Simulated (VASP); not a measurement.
# SiO2 (P4_2/mnm) in VASP: notebook

Runs on SiO2. Level: LDA. Tasks: single point.

Everything below comes from runs of VASP 6.6.1. Logs are shortened: lines on timing, memory, paths and dates and some standing lists are left out, and cuts for length are marked.

### 1 The cell of the first run

The structure is tetragonal, space group P4_2/mnm (No. 136). The conventional cell has a = 4.255 Å, b = 4.255 Å, c = 2.597 Å, α = 90.00°, β = 90.00°, γ = 90.00°. Within 2.3 Å of Si (site symmetry mmm) lie 6 O at 1.75 to 1.84 Å. Within 2.3 Å of O (site symmetry m2m) lie 3 Si at 1.75 to 1.84 Å.

### 2 Single point, LDA

INCAR reads:

```
SYSTEM = SiO2
PREC     = Accurate       ! precision mode
ENCUT    = 520            ! plane-wave cutoff, eV
EDIFF    = 1E-7           ! SCF threshold, eV
ISMEAR   = 0              ! smearing method
SIGMA    = 0.05           ! smearing width, eV
LREAL    = .FALSE.        ! projectors in reciprocal space
LASPH    = .TRUE.         ! aspherical terms in the spheres
NELM     = 100            ! most SCF steps
ALGO     = Normal         ! electronic algorithm
ISIF     = 2              ! what is computed and relaxed
LWAVE    = .FALSE.        ! write WAVECAR
LCHARG   = .FALSE.        ! write CHGCAR
NBANDS   = 25             ! bands
```

KPOINTS reads:

```
regular mesh
0
G
  6 6 8
  0 0 0
```

POSCAR reads:

```
SiO2
1.0
    4.2549000000      0.0000000000      0.0000000000
    0.0000000000      4.2549000000      0.0000000000
    0.0000000000      0.0000000000      2.5974000000
Si O
2 4
Direct
    0.5000000000      0.5000000000      0.5000000000
    0.0000000000      0.0000000000      0.0000000000
    0.6944252994      0.6944252994      0.0000000000
    0.1944252994      0.8055747006      0.5000000000
    0.3055747006      0.3055747006      0.0000000000
    0.8055747006      0.1944252994      0.5000000000
```

Potentials or basis: VASP PAW LDA potentials, release 64 (Si, O).

The run is started by

```bash
cat potpaw_LDA.64/Si/POTCAR potpaw_LDA.64/O/POTCAR > POTCAR
mpirun -np 1 vasp_std > vasp.out
```

OUTCAR:

```text
SYSTEM = SiO2
   PREC = Accurate
   ENCUT = 520
   EDIFF = 1E-7
   ISMEAR = 0
   LREAL = .FALSE.
   LASPH = .TRUE.
   NELM = 100
   ISIF = 2

 ion  position               nearest neighbor table
   1  0.500  0.500  0.500-   3 1.75   5 1.75   3 1.75   5 1.75   4 1.84   6 1.84
   2  0.000  0.000  0.000-   4 1.75   6 1.75   4 1.75   6 1.75   5 1.84   3 1.84
   3  0.694  0.694  0.000-   1 1.75   1 1.75   2 1.84
   4  0.194  0.806  0.500-   2 1.75   2 1.75   1 1.84
   5  0.306  0.306  0.000-   1 1.75   1 1.75   2 1.84
   6  0.806  0.194  0.500-   2 1.75   2 1.75   1 1.84

  LATTYP: Found a simple tetragonal cell.
 ALAT       =     4.2549000000
 C/A-ratio  =     0.6104491292

  Lattice vectors:

 A1 = (   4.2549000000,   0.0000000000,   0.0000000000)
 A2 = (   0.0000000000,   4.2549000000,   0.0000000000)
 A3 = (   0.0000000000,   0.0000000000,   2.5974000000)

Analysis of symmetry for initial positions (statically):
=====================================================================
 Subroutine PRICEL returns:
 Original cell was already a primitive cell.

 Routine SETGRP: Setting up the symmetry group for a
 simple tetragonal supercell.

 Subroutine GETGRP returns: Found 16 space group operations
 (whereof  8 operations were pure point group operations)
 out of a pool of 16 trial point group operations.

The static configuration has the point symmetry D_2h.
 The point group associated with its full space group is D_4h.

Analysis of symmetry for dynamics (positions and initial velocities):
=====================================================================
 Subroutine PRICEL returns:
 Original cell was already a primitive cell.

 Routine SETGRP: Setting up the symmetry group for a
 simple tetragonal supercell.

 Subroutine GETGRP returns: Found 16 space group operations
 (whereof  8 operations were pure point group operations)
 out of a pool of 16 trial point group operations.

The dynamic configuration has the point symmetry D_2h.
 The point group associated with its full space group is D_4h.

 Subroutine INISYM returns: Found 16 space group operations
 (whereof  8 operations are pure point group operations),
 and found     1 'primitive' translations

----------------------------------------------------------------------------------------

                                     Primitive cell

  volume of cell :      47.0238

  direct lattice vectors                    reciprocal lattice vectors
     4.254900000  0.000000000  0.000000000     0.235023150  0.000000000  0.000000000
     0.000000000  4.254900000  0.000000000     0.000000000  0.235023150  0.000000000
     0.000000000  0.000000000  2.597400000     0.000000000  0.000000000  0.385000385

  length of vectors
     4.254900000  4.254900000  2.597400000     0.235023150  0.235023150  0.385000385

  position of ions in fractional coordinates (direct lattice)
     0.500000000  0.500000000  0.500000000
     0.000000000  0.000000000  0.000000000
     0.694425299  0.694425299  0.000000000
     0.194425299  0.805574701  0.500000000
     0.305574701  0.305574701  0.000000000
     0.805574701  0.194425299  0.500000000

  ion indices of the primitive-cell ions
   primitive index   ion index
                 1           1
                 2           2
                 3           3
                 4           4
                 5           5
                 6           6

----------------------------------------------------------------------------------------

 KPOINTS: regular mesh

Automatic generation of k-mesh.
 Grid dimensions read from file:
 generate k-points for:    6    6    8

 Generating k-lattice:

  Cartesian coordinates                     Fractional coordinates (reciprocal lattice)
     0.039170525  0.000000000  0.000000000     0.166666667  0.000000000  0.000000000
     0.000000000  0.039170525  0.000000000     0.000000000  0.166666667  0.000000000
     0.000000000  0.000000000  0.048125048     0.000000000  0.000000000  0.125000000

  Length of vectors
     0.039170525  0.039170525  0.048125048

  Shift w.r.t. Gamma in fractional coordinates (k-lattice)
     0.000000000  0.000000000  0.000000000

 Subroutine IBZKPT returns following result:
 ===========================================

 Found     50 irreducible k-points:

 Following reciprocal coordinates:
            Coordinates               Weight
  0.000000  0.000000  0.000000      1.000000
  0.166667  0.000000  0.000000      4.000000
  0.333333  0.000000  0.000000      4.000000
  0.500000  0.000000  0.000000      2.000000
  0.166667  0.166667  0.000000      4.000000
  0.333333  0.166667  0.000000      8.000000
[... 16 lines left out ...]
  0.333333  0.000000  0.250000      8.000000
  0.500000  0.000000  0.250000      4.000000
 [... further k-points ...]
   k-points           NKPTS =     50   k-points in BZ     NKDIM =     50   number of bands    NBANDS=     25
   number of dos      NEDOS =    301   number of ions     NIONS =      6
   total plane-waves  NPLWV =  20480
   dimension x,y,z NGX =    32 NGY =   32 NGZ =   20
   dimension x,y,z NGXF=    64 NGYF=   64 NGZF=   40
   ions per type =               2   4
   NGX,Y,Z   is equivalent  to a cutoff of  12.50, 12.50, 12.80 a.u.
   NGXF,Y,Z  is equivalent  to a cutoff of  25.01, 25.01, 25.60 a.u.
 SYSTEM =  SiO2
   PREC   = accura    normal or accurate (medium, high low for compatibility)
   ISTART =      0    job   : 0-new  1-cont  2-samecut
   ICHARG =      2    charge: 1-file 2-atom 10-const
   ISPIN  =      1    spin polarized calculation?
   LNONCOLLINEAR =      F non collinear calculations
   LSORBIT =      F    spin-orbit coupling
   LASPH  =      T    aspherical Exc in radial PAW
   ENCUT  =  520.0 eV  38.22 Ry    6.18 a.u.   7.91  7.91  4.83*2*pi/ulx,y,z
   NELM   =    100;   NELMIN=  2; NELMDL= -5     # of ELM steps
   EDIFF  = 0.1E-06   stopping-criterion for ELM
   LREAL  =      F    real-space projection
   EDIFFG = 0.1E-05   stopping-criterion for IOM
   NSW    =      0    number of steps for IOM
   IBRION =     -1    ionic relax: 0-MD 1-quasi-New 2-CG
   NFREE  =      0    steps in history (QN), initial steepest desc. (CG)
   ISIF   =      2    stress and relaxation
   ISYM   =      2    0-nonsym 1-usesym 2-fastsym
   POTIM  = 0.5000    time-step for ionic-motion
   TEBEG  =    0.0;   TEEND  =   0.0 temperature during run
   PSTRESS=    0.0 pullay stress
   NELECT =      32.0000    total number of electrons
   NUPDOWN=      -1.0000    fix difference up-down
   EMIN   =  10.00;   EMAX   =-10.00  energy-range for DOS
   EFERMI =   0.00;   METHOD = LEGACY
   ISMEAR =     0;   SIGMA  =   0.05  broadening in eV -4-tet -1-fermi 0-gaus
   EFERMI_NEDOS =   21; number of points for ismear=-14 and -15
   IALGO  =     38    algorithm
   IMIX   =      4    mixing-type and parameters
     AMIX     =   0.40;   BMIX     =  1.00
     AMIX_MAG =   1.60;   BMIX_MAG =  1.00
  volume/ion in A,a.u.               =       7.84        52.89
  Fermi-wavevector in a.u.,A,eV,Ry     =   1.439966  2.721142 28.211717  2.073503
  Thomas-Fermi vector in A             =   2.558763
   LORBIT       =      0    0 simple, 1 ext, 2 COOP (PROOUT), +10 PAW based schemes
   GGA     = CA    functional components
   LHFCALC =     F    Hartree Fock is set to
   AEXX    =    0.0000 exact exchange contribution
   IVDW    =     0    specifies the selected vdW correction
   LEPSILON=     F    determine dielectric tensor
   LRPA    =     F    only Hartree local field effects (RPA)
 non-spin polarized calculation
 Gauss-broadening in eV      SIGMA  =   0.05
  energy-cutoff  :      520.00
  volume of cell :       47.02
 maximum number of plane-waves:      1282
 NGX is ok and might be reduce to    32
   NGX = 15   NGY = 15   NGZ =  9

 number of electron      32.0000037 magnetization

 Free energy of the ion-electron system (eV)
  ---------------------------------------------------
  ext. energy  EPLUGINS =         0.00000000
  ---------------------------------------------------
  free energy    TOTEN  =       -51.85037598 eV

  energy without entropy =      -51.85037598  energy(sigma->0) =      -51.85037598

 E-fermi :   8.1055     XC(G=0): -12.6690

 val. band max:        7.8841777631   @ k =   0.0000   0.0000   0.0000
 cond. band min:      13.4188420839   @ k =   0.0000   0.0000   0.0000
 fundamental gap:      5.5346643208
 Fermi energy:         8.1054904818

 k-point     1 :       0.0000    0.0000    0.0000
  band No.  band energies     occupation
      1     -14.4444      2.00000
      2     -10.8526      2.00000
      3     -10.8526      2.00000
      4     -10.6886      2.00000
      5      -2.9842      2.00000
      6       1.2035      2.00000
[... 17 lines left out ...]
     24      21.4567      0.00000
     25      22.8614      0.00000

 k-point     2 :       0.1667    0.0000    0.0000
  band No.  band energies     occupation
      1     -14.3036      2.00000
      2     -11.5438      2.00000
      3     -10.7795      2.00000
      4     -10.2915      2.00000
      5      -2.8190      2.00000
      6       0.5023      2.00000
[... 17 lines left out ...]
     24      20.9102      0.00000
     25      22.8223      0.00000

 k-point     3 :       0.3333    0.0000    0.0000
  band No.  band energies     occupation
      1     -13.8914      2.00000
      2     -12.4209      2.00000
      3     -10.5830      2.00000
      4     -10.1850      2.00000
      5      -2.3393      2.00000
      6      -0.5914      2.00000
[... 17 lines left out ...]
     24      21.1583      0.00000
     25      22.4466      0.00000

 k-point     4 :       0.5000    0.0000    0.0000
  band No.  band energies     occupation
      1     -13.2418      2.00000
      2     -13.2418      2.00000
      3     -10.3394      2.00000
      4     -10.3394      2.00000
      5      -1.5788      2.00000
      6      -1.5788      2.00000
[... 17 lines left out ...]
     24      21.7326      0.00000
     25      22.1179      0.00000

 k-point     5 :       0.1667    0.1667    0.0000
  band No.  band energies     occupation
      1     -14.1665      2.00000
      2     -11.7369      2.00000
      3     -10.9428      2.00000
      4     -10.1830      2.00000
      5      -2.6202      2.00000
      6       0.4785      2.00000
[... 17 lines left out ...]
     24      20.6895      0.00000
     25      22.8424      0.00000

 k-point     6 :       0.3333    0.1667    0.0000
  band No.  band energies     occupation
      1     -13.7671      2.00000
      2     -12.3943      2.00000
      3     -10.8312      2.00000
      4     -10.2567      2.00000
      5      -2.0704      2.00000
      6      -0.3200      2.00000
[... 17 lines left out ...]
     24      20.9880      0.00000
     25      22.3879      0.00000
[... 393 lines left out ...]
 k-point    21 :       0.0000    0.0000    0.2500
  band No.  band energies     occupation
      1     -13.5788      2.00000
      2     -10.5643      2.00000
      3     -10.3992      2.00000
      4     -10.3992      2.00000
      5      -2.6614      2.00000
      6       1.1732      2.00000
[... 17 lines left out ...]
     24      21.5644      0.00000
     25      21.7351      0.00000

 k-point    22 :       0.1667    0.0000    0.2500
  band No.  band energies     occupation
      1     -13.4502      2.00000
      2     -11.0742      2.00000
      3     -10.3517      2.00000
      4     -10.1284      2.00000
      5      -2.4078      2.00000
      6       0.6544      2.00000
[... 17 lines left out ...]
     24      21.4617      0.00000
     25      21.5661      0.00000

 k-point    23 :       0.3333    0.0000    0.2500
  band No.  band energies     occupation
      1     -13.0769      2.00000
      2     -11.7908      2.00000
      3     -10.2300      2.00000
      4     -10.0276      2.00000
      5      -1.7476      2.00000
      6      -0.0260      2.00000
[... 17 lines left out ...]
     24      20.9710      0.00000
     25      21.4796      0.00000

 k-point    24 :       0.5000    0.0000    0.2500
  band No.  band energies     occupation
      1     -12.4986      2.00000
      2     -12.4986      2.00000
      3     -10.0930      2.00000
      4     -10.0930      2.00000
      5      -0.8934      2.00000
      6      -0.8934      2.00000
[... 17 lines left out ...]
     24      20.9833      0.00000
     25      21.3634      0.00000

 [... further k-points ...]
[... 5 lines left out ...]
  --------------------------------------------------------------------------------------
  -------------------------------------------------------------------------------------
  Total       -3.3758311     -3.3758311      3.3765755     -0.0000000      0.0000000      0.0000000
  in kB     -115.0200983   -115.0200983    115.0454636     -0.0000000      0.0000000      0.0000000
  external PRESSURE =     -38.3315777 kB  Pullay stress =       0.0000000 kB

 VOLUME and BASIS-vectors are now :
 -----------------------------------------------------------------------------
  energy-cutoff  :      520.00
  volume of cell :       47.02
      direct lattice vectors                 reciprocal lattice vectors
     4.254900000  0.000000000  0.000000000     0.235023150  0.000000000  0.000000000
     0.000000000  4.254900000  0.000000000     0.000000000  0.235023150  0.000000000
     0.000000000  0.000000000  2.597400000     0.000000000  0.000000000  0.385000385

 POSITION                                       TOTAL-FORCE (eV/Angst)
 -----------------------------------------------------------------------------------
      2.12745      2.12745      1.29870         0.000000     -0.000000     -0.000000
      0.00000      0.00000      0.00000         0.000000     -0.000000     -0.000000
      2.95471      2.95471      0.00000        -0.293810     -0.293810     -0.000000
      0.82726      3.42764      1.29870        -0.293810      0.293810      0.000000
      1.30019      1.30019      0.00000         0.293810      0.293810      0.000000
      3.42764      0.82726      1.29870         0.293810     -0.293810     -0.000000
 -----------------------------------------------------------------------------------
    total drift:                                0.000000      0.000000     -0.000000

  FREE ENERGIE OF THE ION-ELECTRON SYSTEM (eV)
  ---------------------------------------------------
  free  energy   TOTEN  =       -51.8503759816 eV

  energy  without entropy=      -51.8503759816  energy(sigma->0) =      -51.85037598
```

Wall time 32 s (1 thread of Intel Xeon Platinum 8259CL at 2.50GHz (Skylake/Cascade Lake), shared host); peak memory 0.16 GiB.

Results:

```
Free energy            : -51.8504 eV
Pressure               : -3.8 GPa
Largest force          : 0.416 eV/Å
Band gap on the k mesh : 5.53 eV, direct
```

Forces on the atoms (eV/Å):
```
Si   0.000  0.000  0.000
Si   0.000  0.000  0.000
O   -0.294 -0.294  0.000
O   -0.294  0.294  0.000
O    0.294  0.294  0.000
O    0.294 -0.294  0.000
```

### 3 Single point, LDA

This run uses another cell than the first one, of 7.82 Å³/atom, 0.998 times its volume.

INCAR reads:

```
PREC = Accurate ; ENCUT = 520
EDIFF = 1E-6 ; ISMEAR = 0
SIGMA = 0.05 ; LREAL = F
LASPH = T ; NELM = 100
ALGO = Normal ; ISIF = 2
LWAVE = F ; LCHARG = F
GGA = CA ; NBANDS = 25
```

KPOINTS reads:

```
regular mesh
0
Gamma
  6 6 8
```

POSCAR: that of step 2 with these lines changed.

```diff
@@ -2,5 +2,5 @@
 1.0
-    4.2549000000      0.0000000000      0.0000000000
-    0.0000000000      4.2549000000      0.0000000000
-    0.0000000000      0.0000000000      2.5974000000
+    4.0554000000      0.0000000000      0.0000000000
+    0.0000000000      4.0554000000      0.0000000000
+    0.0000000000      0.0000000000      2.8529000000
 Si O
```

Potentials or basis: VASP PAW LDA potentials, release 64 (Si, O).

The run is started by

```bash
cat potpaw_LDA.64/Si/POTCAR potpaw_LDA.64/O/POTCAR > POTCAR
mpirun -np 1 vasp_std > vasp.out
```

It took 40 s on 1 thread of Intel Xeon Platinum 8259CL at 2.50GHz (Skylake/Cascade Lake), shared host; peak memory 0.16 GiB.

The run converged. Its results:

```
Free energy            : -51.5800 eV
Pressure               : -7.9 GPa
Largest force          : 0.400 eV/Å
Band gap on the k mesh : 5.06 eV, direct
```

Forces in eV/Å, atoms in the order of the input:
```
Si   0.000  0.000  0.000
Si   0.000  0.000  0.000
O    0.283  0.283  0.000
O    0.283 -0.283  0.000
O   -0.283 -0.283  0.000
O   -0.283  0.283  0.000
```

Stress tensor (GPa, compression positive):
```
  5.21   0.00   0.00
  0.00   5.21   0.00
  0.00   0.00 -34.01
```

Levels at points of the mesh, in eV from the valence-band top:
```csv
k point,band 14,band 15,band 16,band 17,band 18,band 19
"(0.00, 0.00, 0.00)",-0.74,-0.74,0.00,5.06,5.19,7.01
"(0.50, 0.00, 0.00)",-2.87,-0.94,-0.94,6.76,6.76,7.76
"(0.50, 0.50, 0.00)",-2.95,-1.87,-1.87,6.44,6.44,8.95
"(0.00, 0.00, 0.50)",-3.32,-2.51,-2.51,9.00,9.00,11.97
"(0.50, 0.00, 0.50)",-1.99,-1.61,-1.61,8.76,8.76,10.55
"(0.50, 0.50, 0.50)",-1.41,-1.38,-1.38,7.24,7.24,11.13
```
